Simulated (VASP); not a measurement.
# MgO (P6_3mc) in VASP: a series of runs, part 2 of 2

VASP 6.6.1.

## Step 5: Single point, PBE (c/a of the conventional cell at fixed volume 1.6478)

The input, INCAR:

```
SYSTEM = MgO
ALGO     = Normal         ! electronic algorithm
EDIFF    = 1E-7           ! SCF threshold, eV
ENCUT    = 520            ! plane-wave cutoff, eV
GGA      = PE             ! functional
ISIF     = 2              ! what is computed and relaxed
ISMEAR   = 0              ! smearing method
LASPH    = .TRUE.         ! aspherical terms in the spheres
LCHARG   = .FALSE.        ! write CHGCAR
LREAL    = .FALSE.        ! projectors in reciprocal space
LWAVE    = .FALSE.        ! write WAVECAR
NBANDS   = 16             ! bands
NELM     = 100            ! most SCF steps
PREC     = Accurate       ! precision mode
SIGMA    = 0.05           ! smearing width, eV
```

The input, KPOINTS:

```
k-points
0
G
  9 9 6
  0 0 0
```

The input, POSCAR:

```
MgO
1.0
    3.2447370978      0.0000000000      0.0000000000
   -1.6223685489      2.8100247553      0.0000000000
    0.0000000000      0.0000000000      5.3466777897
Mg O
2 2
Direct
    0.3333333333      0.6666666667      0.0160814757
    0.6666666667      0.3333333333      0.5160814757
    0.3333333333      0.6666666667      0.3982811987
    0.6666666667      0.3333333333      0.8982811987
```

Potentials or basis: VASP PAW PBE potentials, release 64 (Mg, O).

The run is started by

```
$ cat potpaw_PBE.64/Mg/POTCAR potpaw_PBE.64/O/POTCAR > POTCAR
$ mpirun -np 1 vasp_std > vasp.out
```

OUTCAR:

```text
SYSTEM = MgO
   EDIFF = 1E-7
   ENCUT = 520
   GGA = PE
   ISIF = 2
   ISMEAR = 0
   LASPH = .TRUE.
   LREAL = .FALSE.
   NELM = 100
   PREC = Accurate

 ion  position               nearest neighbor table
   1  0.333  0.667  0.016-   4 1.98   4 1.98   4 1.98   3 2.04   2 3.26   2 3.26   2 3.26   2 3.26
                             2 3.26   2 3.26
   2  0.667  0.333  0.516-   3 1.98   3 1.98   3 1.98   4 2.04   1 3.26   1 3.26   1 3.26   1 3.26
                             1 3.26   1 3.26
   3  0.333  0.667  0.398-   2 1.98   2 1.98   2 1.98   1 2.04
   4  0.667  0.333  0.898-   1 1.98   1 1.98   1 1.98   2 2.04

  LATTYP: Found a hexagonal cell.
 ALAT       =     3.2447370978
 C/A-ratio  =     1.6478000000

  Lattice vectors:

 A1 = (   3.2447370978,   0.0000000000,   0.0000000000)
 A2 = (  -1.6223685489,   2.8100247553,   0.0000000000)
 A3 = (   0.0000000000,   0.0000000000,   5.3466777897)

Analysis of symmetry for initial positions (statically):
=====================================================================
 Subroutine PRICEL returns:
 Original cell was already a primitive cell.

 Routine SETGRP: Setting up the symmetry group for a
 hexagonal supercell.

 Subroutine GETGRP returns: Found 12 space group operations
 (whereof  6 operations were pure point group operations)
 out of a pool of 24 trial point group operations.

The static configuration has the point symmetry C_3v.
 The point group associated with its full space group is C_6v.

Analysis of symmetry for dynamics (positions and initial velocities):
=====================================================================
 Subroutine PRICEL returns:
 Original cell was already a primitive cell.

 Routine SETGRP: Setting up the symmetry group for a
 hexagonal supercell.

 Subroutine GETGRP returns: Found 12 space group operations
 (whereof  6 operations were pure point group operations)
 out of a pool of 24 trial point group operations.

The dynamic configuration has the point symmetry C_3v.
 The point group associated with its full space group is C_6v.

 Subroutine INISYM returns: Found 12 space group operations
 (whereof  6 operations are pure point group operations),
 and found     1 'primitive' translations

----------------------------------------------------------------------------------------

                                     Primitive cell

  volume of cell :      48.7499

  direct lattice vectors                    reciprocal lattice vectors
     3.244737098  0.000000000  0.000000000     0.308191379  0.177934376  0.000000000
    -1.622368549  2.810024755  0.000000000     0.000000000  0.355868751  0.000000000
     0.000000000  0.000000000  5.346677790     0.000000000  0.000000000  0.187032030

  length of vectors
     3.244737098  3.244737098  5.346677790     0.355868751  0.355868751  0.187032030

  position of ions in fractional coordinates (direct lattice)
     0.333333333  0.666666667  0.016081476
     0.666666667  0.333333333  0.516081476
     0.333333333  0.666666667  0.398281199
     0.666666667  0.333333333  0.898281199

  ion indices of the primitive-cell ions
   primitive index   ion index
                 1           1
                 2           2
                 3           3
                 4           4

[... 31 lines left out ...]
  0.333333  0.000000  0.000000      6.000000
  0.444444  0.000000  0.000000      6.000000
  0.111111  0.111111  0.000000      6.000000
[... 16 lines left out ...]
  0.333333  0.222222  0.166667     24.000000
  0.333333  0.333333  0.166667      4.000000
 [... further k-points ...]
   k-points           NKPTS =     48   k-points in BZ     NKDIM =     48   number of bands    NBANDS=     16
   number of dos      NEDOS =    301   number of ions     NIONS =      4
   total plane-waves  NPLWV =  23040
   dimension x,y,z NGX =    24 NGY =   24 NGZ =   40
   dimension x,y,z NGXF=    48 NGYF=   48 NGZF=   80
   ions per type =               2   2
   NGX,Y,Z   is equivalent  to a cutoff of  12.30, 12.30, 12.44 a.u.
   NGXF,Y,Z  is equivalent  to a cutoff of  24.59, 24.59, 24.87 a.u.
 SYSTEM =  MgO
   PREC   = accura    normal or accurate (medium, high low for compatibility)
   ISTART =      0    job   : 0-new  1-cont  2-samecut
   ICHARG =      2    charge: 1-file 2-atom 10-const
   ISPIN  =      1    spin polarized calculation?
   LNONCOLLINEAR =      F non collinear calculations
   LSORBIT =      F    spin-orbit coupling
   LASPH  =      T    aspherical Exc in radial PAW
   ENCUT  =  520.0 eV  38.22 Ry    6.18 a.u.   6.03  6.03  9.94*2*pi/ulx,y,z
   NELM   =    100;   NELMIN=  2; NELMDL= -5     # of ELM steps
   EDIFF  = 0.1E-06   stopping-criterion for ELM
   LREAL  =      F    real-space projection
   EDIFFG = 0.1E-05   stopping-criterion for IOM
   NSW    =      0    number of steps for IOM
   IBRION =     -1    ionic relax: 0-MD 1-quasi-New 2-CG
   NFREE  =      0    steps in history (QN), initial steepest desc. (CG)
   ISIF   =      2    stress and relaxation
   ISYM   =      2    0-nonsym 1-usesym 2-fastsym
   POTIM  = 0.5000    time-step for ionic-motion
   TEBEG  =    0.0;   TEEND  =   0.0 temperature during run
   PSTRESS=    0.0 pullay stress
   NELECT =      16.0000    total number of electrons
   NUPDOWN=      -1.0000    fix difference up-down
   EMIN   =  10.00;   EMAX   =-10.00  energy-range for DOS
   EFERMI =   0.00;   METHOD = LEGACY
   ISMEAR =     0;   SIGMA  =   0.05  broadening in eV -4-tet -1-fermi 0-gaus
   EFERMI_NEDOS =   21; number of points for ismear=-14 and -15
   IALGO  =     38    algorithm
   IMIX   =      4    mixing-type and parameters
     AMIX     =   0.40;   BMIX     =  1.00
     AMIX_MAG =   1.60;   BMIX_MAG =  1.00
  volume/ion in A,a.u.               =      12.19        82.25
  Fermi-wavevector in a.u.,A,eV,Ry     =   1.129250  2.133974 17.350238  1.275207
  Thomas-Fermi vector in A             =   2.265943
   LORBIT       =      0    0 simple, 1 ext, 2 COOP (PROOUT), +10 PAW based schemes
   GGA     = PE    functional components
   LHFCALC =     F    Hartree Fock is set to
   AEXX    =    0.0000 exact exchange contribution
   IVDW    =     0    specifies the selected vdW correction
   LEPSILON=     F    determine dielectric tensor
   LRPA    =     F    only Hartree local field effects (RPA)
 non-spin polarized calculation
 Gauss-broadening in eV      SIGMA  =   0.05
  energy-cutoff  :      520.00
  volume of cell :       48.75
 maximum number of plane-waves:      1338
   NGX = 13   NGY = 13   NGZ = 19

 number of electron      16.0000008 magnetization

 Free energy of the ion-electron system (eV)
  ---------------------------------------------------
  ext. energy  EPLUGINS =         0.00000000
  ---------------------------------------------------
  free energy    TOTEN  =       -23.49315913 eV

  energy without entropy =      -23.49315913  energy(sigma->0) =      -23.49315913

 E-fermi :   0.8868     XC(G=0):  -9.6027

 val. band max:        0.6852951330   @ k =   0.0000   0.0000   0.0000
 cond. band min:       4.2488344056   @ k =   0.0000   0.0000   0.0000
 fundamental gap:      3.5635392727
 Fermi energy:         0.8867615293

 k-point     1 :       0.0000    0.0000    0.0000
  band No.  band energies     occupation
      1     -15.1905      2.00000
      2     -14.5655      2.00000
      3      -2.3639      2.00000
      4       0.4403      2.00000
      5       0.4403      2.00000
      6       0.6477      2.00000
[... 433 lines left out ...]
      3      -1.5500      2.00000
      4      -1.1279      2.00000
      5      -1.1279      2.00000
      6      -0.5691      2.00000
[... 8 lines left out ...]
     15      14.3346      0.00000
     16      18.1562      0.00000

 [... further k-points ...]

------------------------ aborting loop because EDIFF is reached ----------------------------------------

  FORCE on cell =-STRESS in cart. coord.  units (eV):
  Direction    XX          YY          ZZ          XY          YZ          ZX
  --------------------------------------------------------------------------------------
  -------------------------------------------------------------------------------------
  Total        0.9299618      0.9299618     -1.6152895     -0.0000000      0.0000000      0.0000000
  in kB       30.5634257     30.5634257    -53.0868880     -0.0000000      0.0000000      0.0000000
  external PRESSURE =       2.6799878 kB  Pullay stress =       0.0000000 kB

 VOLUME and BASIS-vectors are now :
 -----------------------------------------------------------------------------
  energy-cutoff  :      520.00
  volume of cell :       48.75
      direct lattice vectors                 reciprocal lattice vectors
     3.244737098  0.000000000  0.000000000     0.308191379  0.177934376  0.000000000
    -1.622368549  2.810024755  0.000000000     0.000000000  0.355868751  0.000000000
     0.000000000  0.000000000  5.346677790     0.000000000  0.000000000  0.187032030

 POSITION                                       TOTAL-FORCE (eV/Angst)
 -----------------------------------------------------------------------------------
     -0.00000      1.87335      0.08598        -0.000000      0.000000      0.196341
      1.62237      0.93667      2.75932        -0.000000     -0.000000      0.196341
     -0.00000      1.87335      2.12948         0.000000      0.000000     -0.196341
      1.62237      0.93667      4.80282        -0.000000      0.000000     -0.196341
 -----------------------------------------------------------------------------------
    total drift:                               -0.000000      0.000000     -0.001158

  FREE ENERGIE OF THE ION-ELECTRON SYSTEM (eV)
  ---------------------------------------------------
  free  energy   TOTEN  =       -23.4931591312 eV

  energy  without entropy=      -23.4931591312  energy(sigma->0) =      -23.49315913
```

It took 60 s on 1 thread of AMD EPYC 7R13, shared host; peak memory 0.15 GiB.

What came out:

```
Free energy            : -23.4932 eV
Pressure               : 0.3 GPa
Largest force          : 0.196 eV/Å
Band gap on the k mesh : 3.56 eV, direct
```

Forces in eV/Å, atoms in the order of the input:
```
Mg   0.000  0.000  0.196
Mg   0.000  0.000  0.196
O    0.000  0.000 -0.196
O    0.000  0.000 -0.196
```

Stress tensor (GPa, compression positive):
```
 3.06  0.00  0.00
 0.00  3.06  0.00
 0.00  0.00 -5.31
```

Levels at points of the mesh, in eV from the valence-band top:
```
           k point  band 5  band 6  band 7  band 8  band 9  band 10  band 11  band 12
(0.00, 0.00, 0.00)   -0.24   -0.04   -0.04    0.00    3.56     8.60     9.77    14.92
(0.00, 0.00, 0.50)   -0.14   -0.14   -0.14   -0.14    5.94     5.94    12.64    12.64
```

 A k mesh can miss the band edges.

## Step 6: Single point, PBE (c/a of the conventional cell at fixed volume 1.2359)

The input, INCAR:

```
ALGO = Normal ; EDIFF = 1E-7
ENCUT = 520 ; GGA = PE
ISIF = 2 ; ISMEAR = 0
LASPH = T ; LCHARG = F
LREAL = F ; LWAVE = F
NBANDS = 16 ; NELM = 60
PREC = Accurate ; SIGMA = 0.05
```

The input, KPOINTS:

```
k-points
0
Gamma
  9 9 6
```

The input, POSCAR:

```
MgO
1.0
    3.5712471184      0.0000000000      0.0000000000
   -1.7856235592      3.0927907277      0.0000000000
    0.0000000000      0.0000000000      4.4137043136
Mg O
2 2
Direct
    0.3333333333      0.6666666667      0.0063188013
    0.6666666667      0.3333333333      0.5063188013
    0.3333333333      0.6666666667      0.3982811987
    0.6666666667      0.3333333333      0.8982811987
```

Potentials or basis: VASP PAW PBE potentials, release 64 (Mg, O).

The run is started by

```
$ cat potpaw_PBE.64/Mg/POTCAR potpaw_PBE.64/O/POTCAR > POTCAR
$ mpirun -np 1 vasp_std > vasp.out
```

Run time: 77 s. Hardware: 1 thread of AMD EPYC 7R13, shared host; peak memory 0.16 GiB.

It converged, with:

* Free energy: -22.4286 eV
* Pressure: 7.3 GPa
* Largest force: 4.282 eV/Å
* Band gap on the k mesh: 3.16 eV, direct

Forces in eV/Å, atoms in the order of the input:
```
Mg   0.000  0.000 -4.282
Mg   0.000  0.000 -4.282
O    0.000  0.000  4.282
O    0.000  0.000  4.282
```

Stress tensor (GPa, compression positive):
```
-10.60   0.00   0.00
  0.00 -10.60   0.00
  0.00   0.00  43.08
```

Levels at points of the mesh, in eV from the valence-band top:
```tsv
k point	band 5	band 6	band 7	band 8	band 9	band 10	band 11	band 12
(0.00, 0.00, 0.00)	-1.19	-0.49	-0.49	0.00	3.16	8.23	11.24	12.21
(0.00, 0.00, 0.50)	-0.85	-0.85	-0.85	-0.85	5.80	5.80	12.70	12.70
```

Caveat: forces of over 1 eV/Å act on the atoms, so gaps and moduli don't describe the material at rest. A k mesh can miss the band edges.

## Step 7: The runs side by side

| cell | gap on the mesh (eV) | pressure (GPa) | largest force (eV/Å) |
| --- | --- | --- | --- |
| a = 3.571, b = 3.571, c = 4.414 Å, angles 90.0, 90.0, 120.0°, 4 atoms | 3.16 | 7.3 | 4.28 |
| a = 3.392, b = 3.392, c = 4.891 Å, angles 90.0, 90.0, 120.0°, 4 atoms | 3.45 | 5.6 | 3.07 |
| a = 3.245, b = 3.245, c = 5.347 Å, angles 90.0, 90.0, 120.0°, 4 atoms | 3.56 | 0.3 | 0.20 |

Some of these runs hold the atoms at other places in the same cell, which the table doesn't show; runs alike in all that it shows share one row.

Alike in all rows: task single point; level PBE; potentials or basis VASP PAW PBE potentials, release 64 (Mg, O); no spin polarisation; k mesh 9 × 9 × 6; cutoff (eV) 520; smearing gaussian 0.05 eV.

Caveats: forces of over 1 eV/Å act on the atoms, so gaps and moduli don't describe the material at rest (some runs).

Absolute energies hang on the potentials; compare differences alone.
